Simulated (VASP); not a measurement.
Set up this calculation in VASP 6.6.1, as the native input.

* Task: single point
* Functional: PBEsol
* Potentials or basis: VASP PAW PBE potentials, release 64 (Ba_sv, O_h)
* Cutoff: 1340 eV
* k mesh: 8 × 8 × 8
* Occupations: gaussian, width 0.02 eV
* Spin: no spin polarisation
* Dipole correction: no
* Further INCAR settings: ALGO = Normal; EDIFF = 1e-06; NBANDS = 15

The structure of BaO lies in POSCAR:

```
BaO
1.0
    0.0000000000      2.7451854822      2.7451854822
    2.7451854822      0.0000000000      2.7451854822
    2.7451854822      2.7451854822      0.0000000000
Ba O
1 1
Direct
    0.0000000000      0.0000000000      0.0000000000
    0.5000000000      0.5000000000      0.5000000000
```

The input as run:

INCAR

```
PREC = Accurate ; ENCUT = 1340
EDIFF = 1E-6 ; ISMEAR = 0
SIGMA = 0.02 ; LREAL = F
LASPH = T ; NELM = 120
ALGO = Normal ; ISIF = 2
LWAVE = F ; LCHARG = T
GGA = PS ; LELF = T
LVHAR = T ; NBANDS = 15
GGA_COMPAT = F
```

KPOINTS

```
Automatic mesh
0
Gamma
  8 8 8
```

Potentials or basis: VASP PAW PBE potentials, release 64 (Ba_sv, O_h).

Command:

```sh
$ cat potpaw_PBE.64/Ba_sv/POTCAR potpaw_PBE.64/O_h/POTCAR > POTCAR
$ mpirun -np 1 vasp_std > vasp.out
```

Results of the run:

- Pressure: 1.8 GPa
- Band gap on the k mesh: 1.77 eV

Caveat: the PAW data sets were made with another functional, which shifts forces and pressure a little; spin-orbit coupling is left out, which moves the levels of the heavy elements.

It took 59 s on 1 thread of AMD EPYC 7R13 Processor (Zen 3), on a shared host, peak memory 0.32 GiB.
